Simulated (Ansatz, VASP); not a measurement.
GaB3As4: VASP beside Ansatz

File INCAR:

```
PREC = Accurate
ENCUT = 600
EDIFF = 1E-7
ISMEAR = 0
SIGMA = 0.1
LREAL = False
LASPH = True
NELM = 80
ALGO = Normal
ISIF = 3
LWAVE = False
LCHARG = False
GGA = PE
IBRION = 2
NSW = 100
EDIFFG = -0.01
```

The input KPOINTS:

```
regular mesh
0
Gamma
  12 12 4
```

The input POSCAR:

```
GaB3As4
1.0
    3.5245658417      0.0000000000      0.0000000000
   -1.7622829209      3.0523635563      0.0000000000
    0.0000000000      0.0000000000     11.9113189842
Ga B As
1 3 4
Direct
    0.6666666667      0.3333333333      0.2550436285
    0.3333333333      0.6666666667      0.5170855085
    0.3333333333      0.6666666667      0.9837974945
    0.6666666667      0.3333333333      0.7507952518
    0.3333333333      0.6666666667      0.1587633073
    0.3333333333      0.6666666667      0.6940498382
    0.6666666667      0.3333333333      0.4611576109
    0.6666666667      0.3333333333      0.9273073203
```

Input for Ansatz:

```yaml
crystal:
  lattice:
    - [3.5245658417, 0.0, 0.0]
    - [-1.7622829209, 3.0523635563, 0.0]
    - [0.0, 0.0, 11.9113189842]
  atoms:
    - { symbol: Ga, position: [0.6666666667, 0.3333333333, 0.2550436285] }
    - { symbol: B, position: [0.3333333333, 0.6666666667, 0.5170855085] }
    - { symbol: B, position: [0.3333333333, 0.6666666667, 0.9837974945] }
    - { symbol: B, position: [0.6666666667, 0.3333333333, 0.7507952518] }
    - { symbol: As, position: [0.3333333333, 0.6666666667, 0.1587633073] }
    - { symbol: As, position: [0.3333333333, 0.6666666667, 0.6940498382] }
    - { symbol: As, position: [0.6666666667, 0.3333333333, 0.4611576109] }
    - { symbol: As, position: [0.6666666667, 0.3333333333, 0.9273073203] }
basis:
  ecutwfc: 420
kpoints:
  mp_grid: { grid: [12, 12, 4] }
hamiltonian:
  xc: pbe
scf:
  occupations: { method: gaussian, width: 0.1 }
output:
  forces: true
  stress: true
  eigenvalues: true
relax:
  adjacent_minimum: "off"
  f_tol: 0.01
  max_steps: 80
  cell: { stress_tol: 0.05 }
```

Alike in both runs: task relaxation of cell and atoms; functional PBE; k mesh 12 × 12 × 4; occupations gaussian, width 0.1 eV; no spin polarisation.

|  | VASP | Ansatz |
| --- | --- | --- |
| version | VASP 6.6.1 | Ansatz 0.2.0 |
| potentials or method | VASP PAW PBE potentials, release 64 (Ga_d, B, As), cutoff 600 eV | scalar-relativistic, plane waves, PAW |
| valence electrons in the cell | 42 | 82 |

|  | VASP | Ansatz | Ansatz less VASP |
| --- | --- | --- | --- |
| gap on the k mesh at the Fermi level, each at its own relaxed structure (eV) | none | none | - |
| relaxed volume (Å³/atom) | 16.09 | 16.04 | -0.057 |
| relaxed length of the cell vector where the two differ most in proportion (Å) | 3.532 | 3.528 | -0.0044 |

A gap of «none» marks a metal or a gap that the smearing closes. VASP's potentials hold 42 valence electrons a cell and Ansatz's 82, so a difference there can come from the potentials and not from the codes.
